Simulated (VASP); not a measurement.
# Ba4Er in VASP: notebook

Ba4Er is run at these levels: PBE; tasks: single point.

Program: VASP 6.6.1. These are calculated values, not measurements. Logs are shortened: lines on timing, memory, paths and dates and some standing lists are left out, and cuts for length are marked.

## Step 1: The cell of the first run

It takes space group Im-3m (No. 229, cubic). Conventional cell: a = 8.440 Å, b = 8.440 Å, c = 8.440 Å, α = 90.00°, β = 90.00°, γ = 90.00°. Ba (site symmetry -3m) has 2 Er at 3.65 Å and 6 Ba at 4.22 Å within 4.8 Å. Within 4.8 Å of Er (site symmetry m-3m) lie 8 Ba at 3.65 Å.

The cell was built from a structure type or drawn by symmetry, and may not be a known phase.

## Step 2: Single point, PBE

File INCAR:

```
ALGO = Normal ; EDIFF = 1E-6
ENCUT = 500 ; GGA = PE
GGA_COMPAT = False ; ISIF = 2
ISMEAR = 0 ; LASPH = True
LCHARG = True ; LELF = True
LMAXMIX = 6 ; LREAL = False
LVHAR = True ; LWAVE = False
NBANDS = 32 ; NELM = 200
PREC = Accurate ; SIGMA = 0.2
```

File KPOINTS:

```
k-points
0
Gamma
  3 3 3
```

File POSCAR:

```
Ba4Er
1.0
   -4.2199291984      4.2199291984      4.2199291984
    4.2199291984     -4.2199291984      4.2199291984
    4.2199291984      4.2199291984     -4.2199291984
Ba Er
4 1
Direct
    0.5000000000      0.5000000000      0.5000000000
    0.0000000000      0.0000000000      0.5000000000
    0.0000000000      0.5000000000      0.0000000000
    0.5000000000      0.0000000000      0.0000000000
    0.0000000000      0.0000000000      0.0000000000
```

Potentials or basis: VASP PAW PBE potentials, release 64 (Ba_sv, Er_3), 4f in core.

Run with:

```bash
$ cat potpaw_PBE.64/Ba_sv/POTCAR potpaw_PBE.64/Er_3/POTCAR > POTCAR
$ mpirun -np 1 vasp_std > vasp.out
```

OUTCAR:

```text
EDIFF = 1E-6
   ENCUT = 500
   GGA = PE
   ISIF = 2
   ISMEAR = 0
   LASPH = True
   LREAL = False
   NELM = 200
   PREC = Accurate

 ion  position               nearest neighbor table
   1  0.500  0.500  0.500-   5 3.65   5 3.65   4 4.22   2 4.22   4 4.22   3 4.22   2 4.22   3 4.22

   2  0.000  0.000  0.500-   5 3.65   5 3.65   4 4.22   1 4.22   3 4.22   3 4.22   4 4.22   1 4.22

   3  0.000  0.500  0.000-   5 3.65   5 3.65   4 4.22   1 4.22   2 4.22   2 4.22   1 4.22   4 4.22

   4  0.500  0.000  0.000-   5 3.65   5 3.65   3 4.22   1 4.22   1 4.22   2 4.22   2 4.22   3 4.22

   5  0.000  0.000  0.000-   1 3.65   2 3.65   3 3.65   4 3.65   2 3.65   3 3.65   4 3.65   1 3.65

  LATTYP: Found a body centered cubic cell.
 ALAT       =     8.4398583968

  Lattice vectors:

 A1 = (  -4.2199291984,   4.2199291984,   4.2199291984)
 A2 = (   4.2199291984,  -4.2199291984,   4.2199291984)
 A3 = (   4.2199291984,   4.2199291984,  -4.2199291984)

Analysis of symmetry for initial positions (statically):
=====================================================================
 Subroutine PRICEL returns:
 Original cell was already a primitive cell.

 Routine SETGRP: Setting up the symmetry group for a
 body centered cubic supercell.

 Subroutine GETGRP returns: Found 48 space group operations
 (whereof 48 operations were pure point group operations)
 out of a pool of 48 trial point group operations.

The static configuration has the point symmetry O_h .

Analysis of symmetry for dynamics (positions and initial velocities):
=====================================================================
 Subroutine PRICEL returns:
 Original cell was already a primitive cell.

 Routine SETGRP: Setting up the symmetry group for a
 body centered cubic supercell.

 Subroutine GETGRP returns: Found 48 space group operations
 (whereof 48 operations were pure point group operations)
 out of a pool of 48 trial point group operations.

The dynamic configuration has the point symmetry O_h .

 Subroutine INISYM returns: Found 48 space group operations
 (whereof 48 operations are pure point group operations),
 and found     1 'primitive' translations

----------------------------------------------------------------------------------------

                                     Primitive cell

  volume of cell :     300.5907

  direct lattice vectors                    reciprocal lattice vectors
    -4.219929198  4.219929198  4.219929198     0.000000000  0.118485400  0.118485400
     4.219929198 -4.219929198  4.219929198     0.118485400  0.000000000  0.118485400
     4.219929198  4.219929198 -4.219929198     0.118485400  0.118485400  0.000000000

  length of vectors
     7.309131776  7.309131776  7.309131776     0.167563660  0.167563660  0.167563660

  position of ions in fractional coordinates (direct lattice)
     0.500000000  0.500000000  0.500000000
     0.000000000  0.000000000  0.500000000
     0.000000000  0.500000000  0.000000000
     0.500000000  0.000000000  0.000000000
     0.000000000  0.000000000  0.000000000

  ion indices of the primitive-cell ions
   primitive index   ion index
                 1           1
                 2           2
                 3           3
                 4           4
                 5           5

----------------------------------------------------------------------------------------

 KPOINTS: k-points

Automatic generation of k-mesh.
 Grid dimensions read from file:
 generate k-points for:    3    3    3

 Generating k-lattice:

  Cartesian coordinates                     Fractional coordinates (reciprocal lattice)
     0.000000000  0.039495133  0.039495133     0.333333333  0.000000000  0.000000000
     0.039495133  0.000000000  0.039495133     0.000000000  0.333333333  0.000000000
     0.039495133  0.039495133  0.000000000     0.000000000  0.000000000  0.333333333

  Length of vectors
     0.055854553  0.055854553  0.055854553

  Shift w.r.t. Gamma in fractional coordinates (k-lattice)
     0.000000000  0.000000000  0.000000000

 Subroutine IBZKPT returns following result:
 ===========================================

 Found      4 irreducible k-points:

 Following reciprocal coordinates:
            Coordinates               Weight
  0.000000  0.000000  0.000000      1.000000
  0.333333  0.000000  0.000000     12.000000
  0.333333  0.333333  0.000000      8.000000
 -0.333333  0.333333  0.333333      6.000000
   k-points           NKPTS =      4   k-points in BZ     NKDIM =      4   number of bands    NBANDS=     32
   number of dos      NEDOS =    301   number of ions     NIONS =      5
   total plane-waves  NPLWV = 157464
   dimension x,y,z NGX =    54 NGY =   54 NGZ =   54
   dimension x,y,z NGXF=   108 NGYF=  108 NGZF=  108
   ions per type =               4   1
   NGX,Y,Z   is equivalent  to a cutoff of  12.28, 12.28, 12.28 a.u.
   NGXF,Y,Z  is equivalent  to a cutoff of  24.56, 24.56, 24.56 a.u.
 SYSTEM =  unknown system
   PREC   = accura    normal or accurate (medium, high low for compatibility)
   ISTART =      0    job   : 0-new  1-cont  2-samecut
   ICHARG =      2    charge: 1-file 2-atom 10-const
   ISPIN  =      1    spin polarized calculation?
   LNONCOLLINEAR =      F non collinear calculations
   LSORBIT =      F    spin-orbit coupling
   LASPH  =      T    aspherical Exc in radial PAW
   ENCUT  =  500.0 eV  36.75 Ry    6.06 a.u.  13.33 13.33 13.33*2*pi/ulx,y,z
   NELM   =    200;   NELMIN=  2; NELMDL= -5     # of ELM steps
   EDIFF  = 0.1E-05   stopping-criterion for ELM
   LREAL  =      F    real-space projection
   EDIFFG = 0.1E-04   stopping-criterion for IOM
   NSW    =      0    number of steps for IOM
   IBRION =     -1    ionic relax: 0-MD 1-quasi-New 2-CG
   NFREE  =      0    steps in history (QN), initial steepest desc. (CG)
   ISIF   =      2    stress and relaxation
   ISYM   =      2    0-nonsym 1-usesym 2-fastsym
   POTIM  = 0.5000    time-step for ionic-motion
   TEBEG  =    0.0;   TEEND  =   0.0 temperature during run
   PSTRESS=    0.0 pullay stress
   NELECT =      49.0000    total number of electrons
   NUPDOWN=      -1.0000    fix difference up-down
   EMIN   =  10.00;   EMAX   =-10.00  energy-range for DOS
   EFERMI =   0.00;   METHOD = LEGACY
   ISMEAR =     0;   SIGMA  =   0.20  broadening in eV -4-tet -1-fermi 0-gaus
   EFERMI_NEDOS =   21; number of points for ismear=-14 and -15
   IALGO  =     38    algorithm
   IMIX   =      4    mixing-type and parameters
     AMIX     =   0.40;   BMIX     =  1.00
     AMIX_MAG =   1.60;   BMIX_MAG =  1.00
  volume/ion in A,a.u.               =      60.12       405.70
  Fermi-wavevector in a.u.,A,eV,Ry     =   0.894297  1.689976 10.881488  0.799767
  Thomas-Fermi vector in A             =   2.016484
   LORBIT       =      0    0 simple, 1 ext, 2 COOP (PROOUT), +10 PAW based schemes
   GGA     = PE    functional components
   LHFCALC =     F    Hartree Fock is set to
   AEXX    =    0.0000 exact exchange contribution
   IVDW    =     0    specifies the selected vdW correction
   LEPSILON=     F    determine dielectric tensor
   LRPA    =     F    only Hartree local field effects (RPA)
 non-spin polarized calculation
 Gauss-broadening in eV      SIGMA  =   0.20
  energy-cutoff  :      500.00
  volume of cell :      300.59
 maximum number of plane-waves:      7707
 NGX is ok and might be reduce to    54
   NGX = 27   NGY = 27   NGZ = 27

 number of electron      48.9999994 magnetization

 Free energy of the ion-electron system (eV)
  ---------------------------------------------------
  ext. energy  EPLUGINS =         0.00000000
  ---------------------------------------------------
  free energy    TOTEN  =        -9.80478568 eV

  energy without entropy =       -9.58305913  energy(sigma->0) =       -9.69392240

 E-fermi :   1.4082     XC(G=0):  -7.3971

 val. band max:        1.4037838856   @ k =   0.3333   0.3333   0.0000
 cond. band min:       1.5406120619   @ k =   0.0000   0.0000   0.0000
 fundamental gap:      0.1368281763
 Fermi energy:         1.4081556557

 k-point     1 :       0.0000    0.0000    0.0000
  band No.  band energies     occupation
      1     -27.3803      2.00000
      2     -27.3251      2.00000
      3     -27.3251      2.00000
      4     -27.3251      2.00000
      5     -23.8528      2.00000
      6     -23.8528      2.00000
      7     -23.8528      2.00000
      8     -12.7692      2.00000
      9     -12.7692      2.00000
     10     -12.7692      2.00000
     11     -12.7279      2.00000
     12     -12.7279      2.00000
     13     -12.7279      2.00000
     14     -12.3830      2.00000
     15     -12.3830      2.00000
     16     -12.3830      2.00000
     17     -12.3415      2.00000
     18     -12.3415      2.00000
     19     -12.2606      2.00000
     20      -1.7256      2.00000
     21       0.2980      2.00000
     22       0.4386      2.00000
     23       0.4386      2.00000
     24       1.0465      1.98945
     25       1.0465      1.98945
     26       1.0465      1.98945
     27       1.5406      0.34896
     28       1.5406      0.34896
     29       3.1418      0.00000
     30       3.1418      0.00000
     31       3.1419      0.00000
     32       3.6577      0.00000

 k-point     2 :       0.3333    0.0000    0.0000
  band No.  band energies     occupation
      1     -27.3672      2.00000
      2     -27.3396      2.00000
      3     -27.3260      2.00000
      4     -27.3253      2.00000
      5     -23.8528      2.00000
      6     -23.8507      2.00000
      7     -23.8487      2.00000
      8     -12.7614      2.00000
      9     -12.7547      2.00000
     10     -12.6766      2.00000
     11     -12.6637      2.00000
     12     -12.6601      2.00000
     13     -12.6262      2.00000
     14     -12.4957      2.00000
     15     -12.4748      2.00000
     16     -12.4497      2.00000
     17     -12.4180      2.00000
     18     -12.3660      2.00000
     19     -12.3199      2.00000
     20      -1.1031      2.00000
     21       0.4620      2.00000
     22       0.8161      1.99997
     23       0.9336      1.99921
     24       1.2021      1.85489
     25       1.3571      1.28206
     26       1.5489      0.31957
     27       1.8307      0.00281
     28       1.8857      0.00073
     29       2.5546      0.00000
     30       2.6131      0.00000
     31       2.6706      0.00000
     32       2.7892      0.00000

 k-point     3 :       0.3333    0.3333    0.0000
  band No.  band energies     occupation
      1     -27.3472      2.00000
      2     -27.3472      2.00000
      3     -27.3459      2.00000
      4     -27.3189      2.00000
      5     -23.8518      2.00000
      6     -23.8487      2.00000
      7     -23.8487      2.00000
      8     -12.7026      2.00000
      9     -12.7026      2.00000
     10     -12.6588      2.00000
     11     -12.6414      2.00000
     12     -12.6353      2.00000
     13     -12.6353      2.00000
     14     -12.4822      2.00000
     15     -12.4822      2.00000
     16     -12.4760      2.00000
     17     -12.4312      2.00000
     18     -12.4302      2.00000
     19     -12.4302      2.00000
     20      -0.5541      2.00000
     21       0.6284      2.00000
     22       0.6284      2.00000
     23       1.3408      1.36622
     24       1.4038      1.02466
     25       1.4038      1.02466
     26       1.8446      0.00203
     27       2.2555      0.00000
     28       2.2559      0.00000
     29       2.2617      0.00000
     30       2.3819      0.00000
     31       2.3830      0.00000
     32       2.5459      0.00000

 k-point     4 :      -0.3333    0.3333    0.3333
  band No.  band energies     occupation
      1     -27.3608      2.00000
      2     -27.3470      2.00000
      3     -27.3470      2.00000
      4     -27.3051      2.00000
      5     -23.8487      2.00000
      6     -23.8487      2.00000
      7     -23.8487      2.00000
      8     -12.8126      2.00000
      9     -12.7939      2.00000
     10     -12.7186      2.00000
     11     -12.7186      2.00000
     12     -12.7133      2.00000
     13     -12.6150      2.00000
     14     -12.4615      2.00000
     15     -12.4615      2.00000
     16     -12.3680      2.00000
     17     -12.3555      2.00000
     18     -12.3555      2.00000
     19     -12.3181      2.00000
     20      -0.4955      2.00000
     21       0.7985      1.99998
     22       0.7985      1.99998
     23       0.9485      1.99885
     24       1.2277      1.79810
     25       1.2337      1.78253
     26       1.8860      0.00073
     27       1.9607      0.00009
     28       1.9607      0.00009
     29       2.0603      0.00000
     30       2.4046      0.00000
     31       2.4046      0.00000
     32       2.4888      0.00000

------------------------ aborting loop because EDIFF is reached ----------------------------------------

  FORCE on cell =-STRESS in cart. coord.  units (eV):
  Direction    XX          YY          ZZ          XY          YZ          ZX
  --------------------------------------------------------------------------------------
  -------------------------------------------------------------------------------------
  Total        1.2526257      1.2526257      1.2526257     -0.0000000      0.0000000     -0.0000000
  in kB        6.6766164      6.6766164      6.6766164     -0.0000000      0.0000000     -0.0000000
  external PRESSURE =       6.6766164 kB  Pullay stress =       0.0000000 kB

 VOLUME and BASIS-vectors are now :
 -----------------------------------------------------------------------------
  energy-cutoff  :      500.00
  volume of cell :      300.59
      direct lattice vectors                 reciprocal lattice vectors
    -4.219929198  4.219929198  4.219929198     0.000000000  0.118485400  0.118485400
     4.219929198 -4.219929198  4.219929198     0.118485400  0.000000000  0.118485400
     4.219929198  4.219929198 -4.219929198     0.118485400  0.118485400  0.000000000

 POSITION                                       TOTAL-FORCE (eV/Angst)
 -----------------------------------------------------------------------------------
      2.10996      2.10996      2.10996        -0.000000     -0.000000     -0.000000
      2.10996      2.10996     -2.10996        -0.000000      0.000000      0.000000
      2.10996     -2.10996      2.10996         0.000000     -0.000000      0.000000
     -2.10996      2.10996      2.10996         0.000000      0.000000     -0.000000
      0.00000      0.00000      0.00000        -0.000000      0.000000      0.000000
 -----------------------------------------------------------------------------------
    total drift:                               -0.000000      0.000000     -0.000000

  FREE ENERGIE OF THE ION-ELECTRON SYSTEM (eV)
  ---------------------------------------------------
  free  energy   TOTEN  =        -9.8047856802 eV

  energy  without entropy=       -9.5830591276  energy(sigma->0) =       -9.69392240
```

Wall time 34 s (1 thread of AMD EPYC 9R45 (Zen 5), shared host); peak memory 0.36 GiB.

What came out:

- Free energy: -9.8048 eV
- Pressure: 0.7 GPa
- Band gap on the k mesh: zero (an odd number of electrons rules out a gap without spin polarisation)

Levels at points of the mesh, in eV from the Fermi level:
| k point | band 22 | band 23 | band 24 | band 25 | band 26 | band 27 | band 28 | band 29 |
| --- | --- | --- | --- | --- | --- | --- | --- | --- |
| (0.00, 0.00, 0.00) | -0.97 | -0.97 | -0.36 | -0.36 | -0.36 | 0.13 | 0.13 | 1.73 |

Caveat: spin-orbit coupling is left out, which moves the levels of the heavy elements; the 4f electrons are frozen in the core, so they carry no moment and show no levels.

[end of part 1 of 2]
